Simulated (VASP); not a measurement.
Wanted: the native input for a VASP 6.6.1 run.

| Property | Result |
| --- | --- |
| Task | single point |
| Functional | PBEsol |
| Potentials or basis | VASP PAW PBE potentials, release 64 (Mg, F) |
| Cutoff | 520 eV |
| k mesh | 4 × 4 × 1 |
| Occupations | gaussian, width 0.1 eV |
| Spin | no spin polarisation |
| Dipole correction | no |
| Further INCAR settings | ALGO = Normal; EDIFF = 1e-06; NBANDS = 28 |

The structure of Mg12F lies in POSCAR:

```
Mg12F
1.0
    6.4200000000      0.0000000000      0.0000000000
    3.2100000000      5.5598830000      0.0000000000
    0.0000000000      0.0000000000     18.2130400000
Mg F
12 1
Direct
    0.0000000000      0.0000000000      0.0549057159
    0.5000000000      0.0000000000      0.0549057159
   -0.0000000450      0.5000000899      0.0549057159
    0.4999999550      0.5000000899      0.0549057159
   -0.1718307534      0.3442692949      0.1934975710
    0.3326636194      0.3352870915      0.1943072656
   -0.1662714131      0.8374104275      0.1940630449
    0.3296218383      0.8373856069      0.1940663393
   -0.0106461280      0.0225193588      0.3297725695
    0.5010885692     -0.0010036182      0.3330205721
   -0.0101391899      0.5146883487      0.3390983603
    0.4967166384      0.5146583121      0.3391122514
    1.2718071368      0.4576265364      0.3949741504
```

These files were run (other wordings do the same):

INCAR

```
SYSTEM = Mg12F
PREC = Accurate
ENCUT = 520
EDIFF = 1E-6
ISMEAR = 0
SIGMA = 0.1
LREAL = .FALSE.
LASPH = .TRUE.
NELM = 60
ALGO = Normal
ISIF = 2
LWAVE = .FALSE.
LCHARG = .FALSE.
GGA = PS
NBANDS = 28
```

KPOINTS

```
regular mesh
0
G
  4 4 1
  0 0 0
```

Potentials or basis: VASP PAW PBE potentials, release 64 (Mg, F).

Launch:

```sh
$ cat potpaw_PBE.64/Mg/POTCAR potpaw_PBE.64/F/POTCAR > POTCAR
$ mpirun -np 1 vasp_std > vasp.out
```

It gave:

```yaml
Largest_force: 0.136 eV/Å
Band_gap_on_the_k_mesh: zero (an odd number of electrons rules out a gap without spin polarisation)
```

Caveat: there is no dipole correction, which matters where the two faces differ; the PAW data sets were made with another functional, which shifts forces and pressure a little.

Wall time 6.8 min on 1 thread of Oxide Virtual Turin-like Processor, on a shared host, peak memory 0.68 GiB.
